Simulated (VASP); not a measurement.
Input of a VASP 6.6.1 run:

File INCAR:

```
SYSTEM = CuO
PREC = Accurate ; ENCUT = 520
EDIFF = 1E-7 ; ISMEAR = -1
SIGMA = 0.05 ; LREAL = .False.
LASPH = .True. ; NELM = 100
ALGO = Normal ; ISIF = 2
LWAVE = .False. ; LCHARG = .True.
GGA = PE ; LELF = .True.
LVHAR = .True. ; NBANDS = 25
```

Contents of KPOINTS:

```
regular mesh
0
Gamma
  9 9 5
  0 0 0
```

File POSCAR:

```
CuO
1.0
    1.4552470404     -2.3694801362      0.0000000000
    1.4552470404      2.3694801362      0.0000000000
    0.0000000000      0.0000000000      5.1751280640
Cu O
2 2
Direct
    0.5000000000      0.0000000000      0.0000000000
    0.0000000000      0.5000000000      0.5000000000
    0.5000000000      0.5000000000      0.2500000000
    0.5000000000      0.5000000000      0.7500000000
```

Potentials or basis: VASP PAW PBE potentials, release 64 (Cu, O).

Launch:

```console
$ cat potpaw_PBE.64/Cu/POTCAR potpaw_PBE.64/O/POTCAR > POTCAR
$ mpirun -np 1 vasp_std > vasp.out
```

(1) What does it give for the pressure?

(2) What does it give for the band gap on the k mesh?

Results:

(1) 31.0 GPa.

(2) zero (band 17 reaches 7.53 eV, above the bottom of band 18 at 7.06 eV).

Caveat: semilocal functionals often make such compounds metallic where correlation or magnetic order opens a gap, which also shifts bond lengths.
